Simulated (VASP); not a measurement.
A run of VASP 6.6.1:

File INCAR:

```
  ALGO = Normal
  EDIFF = 1E-7
  ENCUT = 520
  GGA = PE
  ISIF = 2
  ISMEAR = 0
  LASPH = T
  LCHARG = F
  LREAL = F
  LWAVE = F
  NBANDS = 41
  NELM = 80
  PREC = Accurate
  SIGMA = 0.1
```

The input KPOINTS:

```
k-points
0
Gamma
  6 6 6
```

POSCAR

```
Ga2B3As5
1.0
   -1.8517826500      1.8517826500     13.0940807000
    1.8517826500     -1.8517826500     13.0940807000
    1.8517826500      1.8517826500    -13.0940807000
Ga B As
2 3 5
Direct
    0.9000000000      0.9000000000      0.0000000000
    0.1000000000      0.1000000000      0.0000000000
    0.5000000000      0.5000000000      0.0000000000
    0.7000000000      0.7000000000      0.0000000000
    0.3000000000      0.3000000000      0.0000000000
    0.5500000000      0.0500000000      0.5000000000
    0.1500000000      0.6500000000      0.5000000000
    0.7500000000      0.2500000000      0.5000000000
    0.3500000000      0.8500000000      0.5000000000
    0.9500000000      0.4500000000      0.5000000000
```

Potentials or basis: VASP PAW PBE potentials, release 64 (Ga_d, B, As).

Command:

```bash
$ cat potpaw_PBE.64/Ga_d/POTCAR potpaw_PBE.64/B/POTCAR potpaw_PBE.64/As/POTCAR > POTCAR
$ mpirun -np 1 vasp_std > vasp.out
```

Hardware: 1 thread of Intel(R) Xeon(R) Platinum 8259CL CPU @ 2.50GHz (Skylake/Cascade Lake), with other jobs on the host.

How long does it take, and how much memory?

Run time: 46 min on 1 thread of Intel(R) Xeon(R) Platinum 8259CL CPU @ 2.50GHz (Skylake/Cascade Lake) (shared host), peak memory 1.8 GiB. Counts: scf iterations 16, k points 30.
